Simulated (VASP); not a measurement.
# Sb (Pm-3m) in VASP: a series of runs, part 2 of 2

VASP 6.6.1. Earlier steps stand in the parts before.

**3. Single point, LDA**

This run uses another cell than the first one, of 30.61 Å³/atom, 1.032 times its volume.

File INCAR:

```
  PREC = Accurate
  ENCUT = 500
  EDIFF = 1E-6
  ISMEAR = 1
  SIGMA = 0.05
  LREAL = False
  LASPH = True
  NELM = 120
  ALGO = Normal
  ISIF = 2
  LWAVE = False
  LCHARG = False
  NBANDS = 8
  GGA_COMPAT = False
```

File KPOINTS:

```
regular mesh
0
Gamma
  9 9 9
```

File POSCAR:

```
Sb
1.0
    3.1280786256      0.0000000000      0.0000000000
    0.0000000000      3.1280786256      0.0000000000
    0.0000000000      0.0000000000      3.1280786256
Sb
1
Direct
    0.0000000000      0.0000000000      0.0000000000
```

Potentials or basis: VASP PAW LDA potentials, release 64 (Sb).

The run is started by

```bash
> cat potpaw_LDA.64/Sb/POTCAR > POTCAR
> mpirun -np 1 vasp_std > vasp.out
```

It used 6.5 s of CPU time on 1 thread of AMD EPYC 7R13 Processor (Zen 3) (shared host).

Results (log left out):

| Quantity | Value |
| --- | --- |
| Free energy | -4.7524 eV |
| Pressure | -4.5 GPa |

Levels at points of the mesh, in eV from the Fermi level:
| k point | band 1 | band 2 | band 3 | band 4 | band 5 | band 6 | band 7 |
| --- | --- | --- | --- | --- | --- | --- | --- |
| (0.00, 0.00, 0.00) | -12.28 | 3.09 | 3.09 | 3.09 | 6.80 | 6.80 | 7.96 |

Caveat: spin-orbit coupling is left out, which moves the levels of the heavy elements.

**4. Single point, LDA**

This run uses another cell than the first one, of 31.55 Å³/atom, 1.064 times its volume.

File INCAR:

```
PREC     = Accurate       # precision mode
ENCUT    = 500            # plane-wave cutoff, eV
EDIFF    = 1E-6           # SCF threshold, eV
ISMEAR   = 1              # smearing method
SIGMA    = 0.05           # smearing width, eV
LREAL    = False          # projectors in reciprocal space
LASPH    = True           # aspherical terms in the spheres
NELM     = 120            # most SCF steps
ALGO     = Normal         # electronic algorithm
ISIF     = 2              # what is computed and relaxed
LWAVE    = False          # write WAVECAR
LCHARG   = False          # write CHGCAR
GGA      = CA             # functional
NBANDS   = 8              # bands
GGA_COMPAT= False
```

KPOINTS is that of step 3.

File POSCAR:

```
Sb
1.0
    3.1600000000      0.0000000000      0.0000000000
    0.0000000000      3.1600000000      0.0000000000
    0.0000000000      0.0000000000      3.1600000000
Sb
1
Direct
    0.0000000000      0.0000000000      0.0000000000
```

The run is started by

```bash
> cat potpaw_LDA.64/Sb/POTCAR > POTCAR
> mpirun -np 1 vasp_std > vasp.out
```

It used 6.5 s of CPU time on 1 thread of AMD EPYC 7R13 Processor (Zen 3), on a shared host.

The run converged. Its results:

```yaml
Free_energy: -4.7226 eV
Pressure: -5.7 GPa
```

Levels at points of the mesh, in eV from the Fermi level:
| k point | band 1 | band 2 | band 3 | band 4 | band 5 |
| --- | --- | --- | --- | --- | --- |
| (0.00, 0.00, 0.00) | -12.05 | 3.02 | 3.02 | 3.02 | 6.79 |

Caveat: spin-orbit coupling is left out, which moves the levels of the heavy elements.

**5. Single point, LDA**

This run uses another cell than the first one, of 32.50 Å³/atom, 1.096 times its volume.

File INCAR:

```
SYSTEM = Sb
PREC = Accurate ; ENCUT = 500
EDIFF = 1E-6 ; ISMEAR = 1
SIGMA = 0.05 ; LREAL = .FALSE.
LASPH = .TRUE. ; NELM = 120
ALGO = Normal ; ISIF = 2
LWAVE = .FALSE. ; LCHARG = .TRUE.
GGA = CA ; LELF = .TRUE.
LVHAR = .TRUE. ; NBANDS = 8
GGA_COMPAT = .FALSE.
```

File KPOINTS:

```
Automatic mesh
0
G
  9 9 9
  0 0 0
```

File POSCAR:

```
Sb
1.0
    3.1912891636      0.0000000000      0.0000000000
    0.0000000000      3.1912891636      0.0000000000
    0.0000000000      0.0000000000      3.1912891636
Sb
1
Direct
    0.0000000000      0.0000000000      0.0000000000
```

Potentials or basis: VASP PAW LDA potentials, release 64 (Sb).

The run is started by

```bash
> cat potpaw_LDA.64/Sb/POTCAR > POTCAR
> mpirun -np 1 vasp_std > vasp.out
```

OUTCAR:

```text
SYSTEM = Sb
   PREC = Accurate
   ENCUT = 500
   EDIFF = 1E-6
   ISMEAR = 1
   LREAL = .FALSE.
   LASPH = .TRUE.
   NELM = 120
   ISIF = 2
   GGA = CA

 ion  position               nearest neighbor table
   1  0.000  0.000  0.000-

  LATTYP: Found a simple cubic cell.
 ALAT       =     3.1912891636

  Lattice vectors:

 A1 = (   3.1912891636,   0.0000000000,   0.0000000000)
 A2 = (   0.0000000000,   3.1912891636,   0.0000000000)
 A3 = (   0.0000000000,   0.0000000000,   3.1912891636)

Analysis of symmetry for initial positions (statically):
[... 435 lines left out ...]
      2       2.5403      2.00000
      3       4.5512      2.00000
      4      10.1035      0.00000
      5      10.3262      0.00000
      6      15.6044      0.00000
      7      17.1579      0.00000
      8      18.3934      0.00000

 [... further k-points ...]
[... 5 lines left out ...]
  --------------------------------------------------------------------------------------
  -------------------------------------------------------------------------------------
  Total       -1.3748893     -1.3748893     -1.3748893     -0.0000000     -0.0000000     -0.0000000
  in kB      -67.7766120    -67.7766120    -67.7766120     -0.0000000     -0.0000000     -0.0000000
  external PRESSURE =     -67.7766120 kB  Pullay stress =       0.0000000 kB

 VOLUME and BASIS-vectors are now :
 -----------------------------------------------------------------------------
  energy-cutoff  :      500.00
  volume of cell :       32.50
      direct lattice vectors                 reciprocal lattice vectors
     3.191289164  0.000000000  0.000000000     0.313352990  0.000000000  0.000000000
     0.000000000  3.191289164  0.000000000     0.000000000  0.313352990  0.000000000
     0.000000000  0.000000000  3.191289164     0.000000000  0.000000000  0.313352990

 POSITION                                       TOTAL-FORCE (eV/Angst)
 -----------------------------------------------------------------------------------
      0.00000      0.00000      0.00000         0.000000      0.000000      0.000000
 -----------------------------------------------------------------------------------
    total drift:                               -0.000000     -0.000000     -0.000000

  FREE ENERGIE OF THE ION-ELECTRON SYSTEM (eV)
  ---------------------------------------------------
  free  energy   TOTEN  =        -4.6857498681 eV

  energy  without entropy=       -4.6855682559  energy(sigma->0) =       -4.68568933
```

OSZICAR:

```text
N       E                     dE             d eps       ncg     rms          rms(c)
DAV:   1     0.468615320754E+01    0.46862E+01   -0.15670E+03   584   0.386E+02
DAV:   2    -0.454980463830E+01   -0.92360E+01   -0.84786E+01   840   0.505E+01
DAV:   3    -0.468868680566E+01   -0.13888E+00   -0.13888E+00   616   0.663E+00
DAV:   4    -0.468952195067E+01   -0.83515E-03   -0.83514E-03   896   0.664E-01
DAV:   5    -0.468952569424E+01   -0.37436E-05   -0.37437E-05   656   0.278E-02    0.173E+00
DAV:   6    -0.468713024010E+01    0.23955E-02   -0.11488E-03   632   0.156E-01    0.100E+00
DAV:   7    -0.468575786091E+01    0.13724E-02   -0.22247E-03   608   0.221E-01    0.585E-02
DAV:   8    -0.468574954371E+01    0.83172E-05   -0.60091E-05   656   0.470E-02    0.488E-03
DAV:   9    -0.468574986805E+01   -0.32434E-06   -0.83557E-07   832   0.726E-03
   1 F= -.46857499E+01 E0= -.46856893E+01  d E =-.181612E-03
```

It used 7.2 s of CPU time on 1 thread of AMD EPYC 7R13 Processor (Zen 3) (shared host).

What came out:

```
Free energy : -4.6857 eV
Pressure    : -6.8 GPa
```

Caveat: spin-orbit coupling is left out, which moves the levels of the heavy elements.

**6. Single point, LDA**

This run uses another cell than the first one, of 33.45 Å³/atom, 1.128 times its volume.

Edit INCAR of step 5 so:

```diff
@@ -7,4 +7,3 @@
 LWAVE = .FALSE. ; LCHARG = .TRUE.
-GGA = CA ; LELF = .TRUE.
-LVHAR = .TRUE. ; NBANDS = 8
-GGA_COMPAT = .FALSE.
+LELF = .TRUE. ; LVHAR = .TRUE.
+NBANDS = 8 ; GGA_COMPAT = .FALSE.
```

File KPOINTS:

```
regular mesh
0
G
  9 9 9
  0 0 0
```

File POSCAR:

```
Sb
1.0
    3.2219765189      0.0000000000      0.0000000000
    0.0000000000      3.2219765189      0.0000000000
    0.0000000000      0.0000000000      3.2219765189
Sb
1
Direct
    0.0000000000      0.0000000000      0.0000000000
```

Potentials or basis: VASP PAW LDA potentials, release 64 (Sb).

The run is started by

```bash
> cat potpaw_LDA.64/Sb/POTCAR > POTCAR
> mpirun -np 1 vasp_std > vasp.out
```

OUTCAR:

```text
SYSTEM = Sb
   PREC = Accurate
   ENCUT = 500
   EDIFF = 1E-6
   ISMEAR = 1
   LREAL = .FALSE.
   LASPH = .TRUE.
   NELM = 120
   ISIF = 2

 ion  position               nearest neighbor table
   1  0.000  0.000  0.000-

  LATTYP: Found a simple cubic cell.
 ALAT       =     3.2219765189

  Lattice vectors:

 A1 = (   3.2219765189,   0.0000000000,   0.0000000000)
 A2 = (   0.0000000000,   3.2219765189,   0.0000000000)
 A3 = (   0.0000000000,   0.0000000000,   3.2219765189)

Analysis of symmetry for initial positions (statically):
[... 433 lines left out ...]
  band No.  band energies     occupation
      1      -2.6077      2.00000
      2       2.3331      2.00000
      3       4.2595      2.00000
      4       9.7569      0.00000
      5       9.9039      0.00000
      6      15.2167      0.00000
      7      16.7085      0.00000
      8      17.8973      0.00000

 [... further k-points ...]
[... 5 lines left out ...]
  --------------------------------------------------------------------------------------
  -------------------------------------------------------------------------------------
  Total       -1.6022677     -1.6022677     -1.6022677      0.0000000     -0.0000000      0.0000000
  in kB      -76.7500309    -76.7500309    -76.7500309      0.0000000     -0.0000000      0.0000000
  external PRESSURE =     -76.7500309 kB  Pullay stress =       0.0000000 kB

 VOLUME and BASIS-vectors are now :
 -----------------------------------------------------------------------------
  energy-cutoff  :      500.00
  volume of cell :       33.45
      direct lattice vectors                 reciprocal lattice vectors
     3.221976519  0.000000000  0.000000000     0.310368494  0.000000000  0.000000000
     0.000000000  3.221976519  0.000000000     0.000000000  0.310368494  0.000000000
     0.000000000  0.000000000  3.221976519     0.000000000  0.000000000  0.310368494

 POSITION                                       TOTAL-FORCE (eV/Angst)
 -----------------------------------------------------------------------------------
      0.00000      0.00000      0.00000         0.000000      0.000000      0.000000
 -----------------------------------------------------------------------------------
    total drift:                               -0.000000      0.000000      0.000000

  FREE ENERGIE OF THE ION-ELECTRON SYSTEM (eV)
  ---------------------------------------------------
  free  energy   TOTEN  =        -4.6430227949 eV

  energy  without entropy=       -4.6428326191  energy(sigma->0) =       -4.64295940
```

OSZICAR:

```text
N       E                     dE             d eps       ncg     rms          rms(c)
DAV:   1     0.439945141266E+01    0.43995E+01   -0.14650E+03   568   0.371E+02
DAV:   2    -0.453315871055E+01   -0.89326E+01   -0.85263E+01   848   0.487E+01
DAV:   3    -0.464643079738E+01   -0.11327E+00   -0.11328E+00   640   0.647E+00
DAV:   4    -0.464704297834E+01   -0.61218E-03   -0.61218E-03   856   0.588E-01
DAV:   5    -0.464704584560E+01   -0.28673E-05   -0.28680E-05   720   0.259E-02    0.165E+00
DAV:   6    -0.464442497380E+01    0.26209E-02   -0.15947E-03   584   0.178E-01    0.947E-01
DAV:   7    -0.464303349639E+01    0.13915E-02   -0.29783E-03   616   0.248E-01    0.602E-02
DAV:   8    -0.464302264012E+01    0.10856E-04   -0.79605E-05   624   0.535E-02    0.539E-03
DAV:   9    -0.464302279494E+01   -0.15483E-06   -0.10606E-06   848   0.813E-03
   1 F= -.46430228E+01 E0= -.46429594E+01  d E =-.190176E-03
```

stdout:

```text
POSCAR found type information on POSCAR Sb
 POSCAR found :  1 types and       1 ions
 scaLAPACK will be used
 LDA part: xc-table for (Slater(with rela. corr.)+CA(PZ))
 , standard interpolation
 POSCAR, INCAR and KPOINTS ok, starting setup
 FFT: planning ... GRIDC
 FFT: planning ... GRID_SOFT
 FFT: planning ... GRID
 WAVECAR not read
 entering main loop
```

It used 7 s of CPU time on 1 thread of AMD EPYC 7R13 Processor (Zen 3), on a shared host.

Results:

- Free energy: -4.6430 eV
- Pressure: -7.7 GPa

Caveat: spin-orbit coupling is left out, which moves the levels of the heavy elements.

**7. Summary**

```tsv
cell	gap on the mesh (eV)	pressure (GPa)
a = 3.095 Å, 1 atom	none	-3.3
a = 3.128 Å, 1 atom	none	-4.5
a = 3.160 Å, 1 atom	none	-5.7
a = 3.191 Å, 1 atom	none	-6.8
a = 3.222 Å, 1 atom	none	-7.7
```

Alike in all rows: task single point; level LDA; potentials or basis VASP PAW LDA potentials, release 64 (Sb); no spin polarisation; k mesh 9 × 9 × 9; cutoff (eV) 500; smearing methfessel-paxton 0.05 eV.

Caveats: spin-orbit coupling is left out, which moves the levels of the heavy elements.

Total energies depend on the potentials used, so only differences within one code and one set of settings carry meaning.
